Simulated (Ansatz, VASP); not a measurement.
# Two plane-wave programs on Ge

INCAR

```
SYSTEM = Ge
ALGO     = Normal         ! electronic algorithm
EDIFF    = 1E-7           ! SCF threshold, eV
ENCUT    = 520            ! plane-wave cutoff, eV
ISIF     = 2              ! what is computed and relaxed
ISMEAR   = 0              ! smearing method
LASPH    = .True.         ! aspherical terms in the spheres
LCHARG   = .False.        ! write CHGCAR
LREAL    = .False.        ! projectors in reciprocal space
LWAVE    = .False.        ! write WAVECAR
NBANDS   = 21             ! bands
NELM     = 100            ! most SCF steps
PREC     = Accurate       ! precision mode
SIGMA    = 0.15           ! smearing width, eV
```

File KPOINTS:

```
k-points
0
Gamma
  16 16 16
  0 0 0
```

POSCAR

```
Ge
1.0
    0.0000000000      2.7600185534      2.7600185534
    2.7600185534      0.0000000000      2.7600185534
    2.7600185534      2.7600185534      0.0000000000
Ge
2
Direct
    0.5000000000      0.5000000000      0.5000000000
    0.7500000000      0.7500000000      0.7500000000
```

Input for Ansatz:

```yaml
crystal:
  lattice:
    - [0.0, 2.7600185534, 2.7600185534]
    - [2.7600185534, 0.0, 2.7600185534]
    - [2.7600185534, 2.7600185534, 0.0]
  atoms:
    - { symbol: Ge, position: [0.5, 0.5, 0.5] }
    - { symbol: Ge, position: [0.75, 0.75, 0.75] }
basis:
  ecutwfc: 420
kpoints:
  mp_grid: { grid: [16, 16, 16] }
hamiltonian:
  xc: lda
scf:
  occupations: { method: gaussian, width: 0.15 }
output:
  forces: true
  stress: true
  eigenvalues: true
```

Alike in both runs: task single point; functional LDA; k mesh 16 × 16 × 16; occupations gaussian, width 0.15 eV; no spin polarisation.

```csv
,VASP,Ansatz
version,VASP 6.6.1,Ansatz 0.2.0
potentials or method,"VASP PAW LDA potentials, release 64 (Ge_d), cutoff 520 eV","scalar-relativistic, plane waves, PAW"
valence electrons in the cell,28,28
```

```csv
,VASP,Ansatz,Ansatz less VASP
gap on the k mesh at the Fermi level (eV),0.30,0.28,-0.023
least direct gap on the mesh (eV),0.55,0.50,-0.048
pressure (GPa),4.7,4.5,-0.17
```

LDA's correlation is that of Perdew and Zunger in VASP and of Perdew and Wang (1992) in Ansatz.
